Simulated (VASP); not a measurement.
TaN, 2 atoms in the cell. It takes space group I4mm (No. 107, tetragonal). Conventional cell: a = 3.082 Å, b = 3.082 Å, c = 4.358 Å, α = 90.00°, β = 90.00°, γ = 90.00°. Ta (site symmetry 4mm) has 6 N at 1.95 to 2.40 Å within 2.6 Å. N (site symmetry 4mm) has 6 Ta at 1.95 to 2.40 Å within 2.6 Å.  This cell differs from its parent crystal: atom 2 (N) moved by (-0.225, +0.000) A along y and z.

```yaml
Program: VASP 6.6.1
Task: single point
Functional: PBEsol
Potentials_or_basis: VASP PAW PBE potentials, release 64 (Ta_pv, N)
Cutoff: 520 eV
k_mesh: 18 × 18 × 18
Occupations: gaussian, width 0.15 eV
Spin: no spin polarisation
Dipole_correction: no
Further_INCAR_settings: ALGO = Normal; EDIFF = 1e-07; NBANDS = 15
```

Potentials or basis: VASP PAW PBE potentials, release 64 (Ta_pv, N).

Launch:

```sh
$ cat potpaw_PBE.64/Ta_pv/POTCAR potpaw_PBE.64/N/POTCAR > POTCAR
$ mpirun -np 1 vasp_std > vasp.out
```

Hardware: 1 thread of Intel Xeon 8259CL, with other jobs on the host.

Q: How long does it take, and how much memory?

A: Run time: 2.3 min on 1 thread of Intel Xeon 8259CL, on a shared host, peak memory 0.27 GiB. Counts: scf iterations 14, k points 480.
